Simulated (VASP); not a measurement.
Input of a VASP 6.6.1 run:

The input POSCAR:

```
ZnSe
1.0
    3.3251532678      0.0000000000      0.0000000000
    0.0000000000      3.3251532678      0.0000000000
    0.0000000000      0.0000000000      3.3251532678
Zn Se
1 1
Direct
    0.0000000000      0.0000000000      0.0000000000
    0.5000000000      0.5000000000      0.5000000000
```

File INCAR.step1:

```
SYSTEM = ZnSe
ALGO = Normal ; EDIFF = 1E-4
ENCUT = 520 ; GGA = PE
ISMEAR = -1 ; LASPH = .TRUE.
LCHARG = .FALSE. ; LREAL = .FALSE.
LWAVE = .TRUE. ; NBANDS = 16
NELM = 100 ; PREC = Accurate
SIGMA = 0.02
```

INCAR.step2

```
SYSTEM = ZnSe
ALGO = Normal ; EDIFF = 1E-6
ENCUT = 520 ; ISIF = 2
ISMEAR = -1 ; ISTART = 1
LASPH = .TRUE. ; LCHARG = .TRUE.
LELF = .TRUE. ; LMIXTAU = .TRUE.
LREAL = .FALSE. ; LVHAR = .TRUE.
LWAVE = .FALSE. ; METAGGA = R2SCAN
NBANDS = 16 ; NELM = 100
PREC = Accurate ; SIGMA = 0.02
```

The input KPOINTS:

```
k-points
0
G
  8 8 8
  0 0 0
```

Potentials or basis: VASP PAW PBE potentials, release 64 (Zn, Se).

Command:

```sh
$ cat potpaw_PBE.64/Zn/POTCAR potpaw_PBE.64/Se/POTCAR > POTCAR
$ cp INCAR.step1 INCAR
$ mpirun -np 1 vasp_std > vasp.out
$ cp INCAR.step2 INCAR
$ mpirun -np 1 vasp_std > vasp.out
```

Question: Estimate the pressure.

Answer: 0.2 GPa.

Question: Predict the band gap on the k mesh.

Answer: Zero (band 9 reaches 4.37 eV, above the bottom of band 10 at 2.78 eV).

Caveat: the PAW data sets were made with another functional, which shifts forces and pressure a little.
